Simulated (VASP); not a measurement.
Here is a VASP 6.6.1 calculation.

The input INCAR:

```
SYSTEM = Al12N
ALGO = Normal
DIPOL = 0.5 0.5 0.323
EDIFF = 1E-6
ENCUT = 520
IDIPOL = 3
ISIF = 2
ISMEAR = 0
LASPH = .True.
LCHARG = .False.
LDIPOL = .True.
LREAL = .False.
LWAVE = .False.
NBANDS = 32
NELM = 100
PREC = Accurate
SIGMA = 0.1
```

Contents of KPOINTS:

```
k-points
0
Gamma
  5 5 1
  0 0 0
```

Contents of POSCAR:

```
Al12N
1.0
    5.6336864727      0.0000000000      0.0000000000
    0.0000000000      5.6336864727      0.0000000000
    0.0000000000      0.0000000000     19.6042970528
Al N
12 1
Direct
    0.2500000000      0.2500000000      0.2040369001
    0.2500000000      0.7500000000      0.2040369001
    0.7500000000      0.2500000000      0.2040369001
    0.7500000000      0.7500000000      0.2040369001
    0.0000000000      0.0000000000      0.3086956402
    0.0000000000      0.5000000000      0.3086956402
    0.5000000000      0.0000000000      0.3086956402
    0.5000000000      0.5000000000      0.3086956402
    0.2500000000      0.2500000000      0.4133939121
    0.2500000000      0.7500000000      0.4133939121
    0.7500000000      0.2500000000      0.4133939121
    0.7500000000      0.7500000000      0.4133939121
    0.2500000000      0.3333333333      0.4980023528
```

Potentials or basis: VASP PAW LDA potentials, release 64 (Al, N).

Run with:

```sh
$ cat potpaw_LDA.64/Al/POTCAR potpaw_LDA.64/N/POTCAR > POTCAR
$ mpirun -np 1 vasp_std > vasp.out
```

**Question.** What does it give for the largest force?

**Answer.** 1.515 eV/Å.

Forces on the atoms (eV/Å):
```
Al   0.000  0.003  0.003
Al   0.000  0.062  0.018
Al   0.000  0.089  0.019
Al   0.000 -0.074  0.107
Al   0.010  0.044  0.024
Al   0.062 -0.035 -0.002
Al  -0.010  0.044  0.024
Al  -0.062 -0.035 -0.002
Al   0.000 -0.580 -1.400
Al   0.000 -0.806  0.683
Al   0.000  0.079  0.382
Al   0.000  0.050  0.017
N    0.000  1.158  0.126
```
